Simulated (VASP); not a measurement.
Input of a VASP 6.6.1 run:

The input INCAR:

```
PREC = Accurate ; ENCUT = 520
EDIFF = 1E-6 ; ISMEAR = 0
SIGMA = 0.1 ; LREAL = F
LASPH = T ; NELM = 60
ALGO = Normal ; ISIF = 2
LWAVE = F ; LCHARG = F
GGA = PE ; NBANDS = 44
```

The input KPOINTS:

```
regular mesh
0
Gamma
  8 8 8
```

POSCAR

```
Sb5Ru3
1.0
    5.5869522944      0.0000000000      0.0000000000
    0.0000000000      5.5869522944      0.0000000000
    0.0000000000      0.0000000000      5.5869522944
Sb Ru
5 3
Direct
    0.0000000000      0.5000000000      0.5000000000
    0.5000000000      0.0000000000      0.5000000000
    0.5000000000      0.5000000000      0.0000000000
    0.5000000000      0.5000000000      0.5000000000
    0.0000000000      0.0000000000      0.0000000000
    0.5000000000      0.0000000000      0.0000000000
    0.0000000000      0.5000000000      0.0000000000
    0.0000000000      0.0000000000      0.5000000000
```

Potentials or basis: VASP PAW PBE potentials, release 64 (Sb, Ru_pv).

Command:

```console
$ cat potpaw_PBE.64/Sb/POTCAR potpaw_PBE.64/Ru_pv/POTCAR > POTCAR
$ mpirun -np 1 vasp_std > vasp.out
```

**Question.** What does it give for the band gap on the k mesh?

**Answer.** Zero (an odd number of electrons rules out a gap without spin polarisation).

**Question.** Estimate the pressure.

**Answer.** -0.1 GPa.

Caveat: spin-orbit coupling is left out, which moves the levels of the heavy elements.
